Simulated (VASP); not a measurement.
# Co (P6_3/mmc) in VASP: notebook, part 2 of 2

VASP 6.6.1. The steps go on from the part before.

### 3 Single point, PBEsol, collinear spin, ferromagnetic start

This run uses another cell than the first one, of the same volume but with other edges.

Input file INCAR:

```
PREC = Accurate ; ENCUT = 520
EDIFF = 1E-6 ; ISMEAR = 0
SIGMA = 0.15 ; LREAL = False
LASPH = True ; NELM = 150
ALGO = Fast ; ISIF = 2
LWAVE = False ; LCHARG = False
ISPIN = 2 ; MAGMOM = 1.79 1.79
LORBIT = 11 ; LMAXMIX = 4
GGA = PS ; NBANDS = 20
```

Input file KPOINTS:

```
Automatic mesh
0
Gamma
  21 21 12
```

Input file POSCAR:

```
Co
1.0
    2.5292000000      0.0000000000      0.0000000000
   -1.2646000000      2.1903514513      0.0000000000
    0.0000000000      0.0000000000      3.4913000000
Co
2
Direct
    0.3333333333      0.6666666667      0.2500000000
    0.6666666667      0.3333333333      0.7500000000
```

Potentials or basis: VASP PAW PBE potentials, release 64 (Co).

Run with:

```
cat potpaw_PBE.64/Co/POTCAR > POTCAR
mpirun -np 1 vasp_std > vasp.out
```

OUTCAR:

```text
PREC = Accurate
   ENCUT = 520
   EDIFF = 1E-6
   ISMEAR = 0
   LREAL = False
   LASPH = True
   NELM = 150
   ISIF = 2
   ISPIN = 2
   LORBIT = 11
   GGA = PS

 ion  position               nearest neighbor table
   1  0.333  0.667  0.250-   2 2.28   2 2.28   2 2.28   2 2.28   2 2.28   2 2.28
   2  0.667  0.333  0.750-   1 2.28   1 2.28   1 2.28   1 2.28   1 2.28   1 2.28

  LATTYP: Found a hexagonal cell.
 ALAT       =     2.5292000000
 C/A-ratio  =     1.3803969635

  Lattice vectors:

 A1 = (   2.5292000000,   0.0000000000,   0.0000000000)
 A2 = (  -1.2646000000,   2.1903514513,   0.0000000000)
 A3 = (   0.0000000000,   0.0000000000,   3.4913000000)

Analysis of symmetry for initial positions (statically):
=====================================================================
 Subroutine PRICEL returns:
 Original cell was already a primitive cell.

 Routine SETGRP: Setting up the symmetry group for a
 hexagonal supercell.

 Subroutine GETGRP returns: Found 24 space group operations
 (whereof 12 operations were pure point group operations)
 out of a pool of 24 trial point group operations.

The static configuration has the point symmetry D_3d.
 The point group associated with its full space group is D_6h.

Analysis of symmetry for dynamics (positions and initial velocities):
=====================================================================
 Subroutine PRICEL returns:
 Original cell was already a primitive cell.

 Routine SETGRP: Setting up the symmetry group for a
 hexagonal supercell.

 Subroutine GETGRP returns: Found 24 space group operations
 (whereof 12 operations were pure point group operations)
 out of a pool of 24 trial point group operations.

The dynamic configuration has the point symmetry D_3d.
 The point group associated with its full space group is D_6h.

Analysis of structural, dynamic, and magnetic symmetry:
=====================================================================
 Subroutine PRICEL returns:
 Original cell was already a primitive cell.

[... 145 lines left out ...]
 NGX is ok and might be reduce to    20

 number of electron      17.9999992 magnetization       2.6089069

 Free energy of the ion-electron system (eV)
  ---------------------------------------------------
  ext. energy  EPLUGINS =         0.00000000
  ---------------------------------------------------
  free energy    TOTEN  =       -15.05412998 eV

  energy without entropy =      -15.02762633  energy(sigma->0) =      -15.04087816

 E-fermi :  11.8383     XC(G=0): -14.2580

 val. band max:       11.8377676736   @ k =   0.1905   0.1429   0.0000
 cond. band min:      11.8384654520   @ k =   0.3333   0.3333   0.0000
 fundamental gap:      0.0006977783
 Fermi energy:        11.8383418686

 spin component 1

 k-point     1 :       0.0000    0.0000    0.0000
  band No.  band energies     occupation
      1       2.1642      1.00000
      2       6.0721      1.00000
      3       9.0287      1.00000
      4       9.0287      1.00000
      5       9.3443      1.00000
      6       9.3443      1.00000
[... 541 lines left out ...]
     19      37.2846      0.00000
     20      39.4579      0.00000

 [... further k-points ...]

 spin component 2

 k-point     1 :       0.0000    0.0000    0.0000
  band No.  band energies     occupation
      1       2.2318      1.00000
      2       7.0046      1.00000
      3      10.3610      1.00000
      4      10.3610      1.00000
      5      10.5804      1.00000
      6      10.5804      1.00000
[... 541 lines left out ...]
     19      37.4873      0.00000
     20      39.8759      0.00000

 [... further k-points ...]
[... 5 lines left out ...]
  --------------------------------------------------------------------------------------
  -------------------------------------------------------------------------------------
  Total        0.7259550      0.7259550      6.7028438     -0.0000000      0.0000000      0.0000000
  in kB       60.1362216     60.1362216    555.2461202     -0.0000000      0.0000000      0.0000000
  external PRESSURE =     225.1728545 kB  Pullay stress =       0.0000000 kB

 VOLUME and BASIS-vectors are now :
 -----------------------------------------------------------------------------
  energy-cutoff  :      520.00
  volume of cell :       19.34
      direct lattice vectors                 reciprocal lattice vectors
     2.529200000  0.000000000  0.000000000     0.395381939  0.228273869  0.000000000
    -1.264600000  2.190351451  0.000000000     0.000000000  0.456547738  0.000000000
     0.000000000  0.000000000  3.491300000     0.000000000  0.000000000  0.286426260

 POSITION                                       TOTAL-FORCE (eV/Angst)
 -----------------------------------------------------------------------------------
     -0.00000      1.46023      0.87282         0.000000      0.000000      0.000000
      1.26460      0.73012      2.61848        -0.000000      0.000000      0.000000
 -----------------------------------------------------------------------------------
    total drift:                                0.000000     -0.000000     -0.000000

  FREE ENERGIE OF THE ION-ELECTRON SYSTEM (eV)
  ---------------------------------------------------
  free  energy   TOTEN  =       -15.0541299814 eV

  energy  without entropy=      -15.0276263292  energy(sigma->0) =      -15.04087816

 total charge

# of ion       s       p       d       tot
------------------------------------------
    1        0.547   0.634   7.381   8.562
    2        0.547   0.634   7.381   8.562
--------------------------------------------------
tot          1.094   1.269  14.761  17.123

 magnetization (x)

# of ion       s       p       d       tot
------------------------------------------
    1       -0.014  -0.045   1.357   1.298
    2       -0.014  -0.045   1.357   1.298
--------------------------------------------------
tot         -0.028  -0.090   2.715   2.597
```

OSZICAR:

```text
N       E                     dE             d eps       ncg     rms          rms(c)
DAV:   1     0.830881867021E+02    0.83088E+02   -0.78800E+03 28928   0.123E+03
DAV:   2    -0.127243452298E+02   -0.95813E+02   -0.85855E+02 27328   0.219E+02
DAV:   3    -0.172748834704E+02   -0.45505E+01   -0.43837E+01 30400   0.573E+01
DAV:   4    -0.173435501016E+02   -0.68667E-01   -0.68616E-01 32860   0.620E+00
DAV:   5    -0.173454697990E+02   -0.19197E-02   -0.19196E-02 31024   0.987E-01    0.179E+01
RMM:   6    -0.153643930236E+02    0.19811E+01   -0.61655E+00 32333   0.268E+01    0.592E+00
RMM:   7    -0.151136338672E+02    0.25076E+00   -0.56749E-01 32335   0.865E+00    0.407E+00
RMM:   8    -0.150665116635E+02    0.47122E-01   -0.29177E-02 38180   0.103E+00    0.195E+00
RMM:   9    -0.150553441159E+02    0.11168E-01   -0.79752E-03 39856   0.460E-01    0.533E-01
RMM:  10    -0.150540698676E+02    0.12742E-02   -0.14632E-03 37614   0.366E-01    0.149E-01
RMM:  11    -0.150541090508E+02   -0.39183E-04   -0.55673E-04 42944   0.126E-01    0.734E-02
RMM:  12    -0.150541283032E+02   -0.19252E-04   -0.59773E-05 38179   0.518E-02    0.322E-02
RMM:  13    -0.150541288656E+02   -0.56239E-06   -0.18257E-05 41997   0.254E-02    0.133E-02
RMM:  14    -0.150541300749E+02   -0.12092E-05   -0.29417E-06 31145   0.134E-02    0.739E-03
RMM:  15    -0.150541299814E+02    0.93477E-07   -0.10819E-06 21680   0.870E-03
   1 F= -.15054130E+02 E0= -.15040878E+02  d E =-.265037E-01  mag=     2.6089
```

Wall time 2.1 min (1 thread of AMD EPYC 9R45 (Zen 5), shared host); peak memory 0.25 GiB.

What came out:

```
Free energy                                           : -15.0541 eV
Pressure                                              : 22.5 GPa
Net moment                                            : 2.61 μB per cell
Site moments                                          : Co +1.30 μB
Valence electrons inside the program's atomic spheres : Co 8.56
```

Levels at points of the mesh, in eV from the Fermi level:
Spin up:
| k point | band 7 | band 8 | band 9 | band 10 | band 11 | band 12 | band 13 | band 14 |
| --- | --- | --- | --- | --- | --- | --- | --- | --- |
| (0.00, 0.00, 0.00) | -2.18 | -2.18 | -1.87 | -0.41 | -0.41 | 2.05 | 10.02 | 20.79 |
| (0.00, 0.00, 0.50) | -2.50 | -2.50 | -0.69 | -0.69 | -0.69 | -0.69 | 20.21 | 20.21 |
Spin down:
```
           k point  band 4  band 5  band 6  band 7  band 8  band 9  band 10  band 11  band 12  band 13
(0.00, 0.00, 0.00)   -1.48   -1.26   -1.26   -0.77   -0.77   -0.34     0.96     0.96     2.10    10.84
(0.00, 0.00, 0.50)   -1.93   -1.93   -1.93   -1.23   -1.23    0.73     0.73     0.73     0.73    20.30
```

Caveat: the stress differs along the axes, from 6 to 56 GPa; the PAW data sets were made with another functional, which shifts forces and pressure a little.
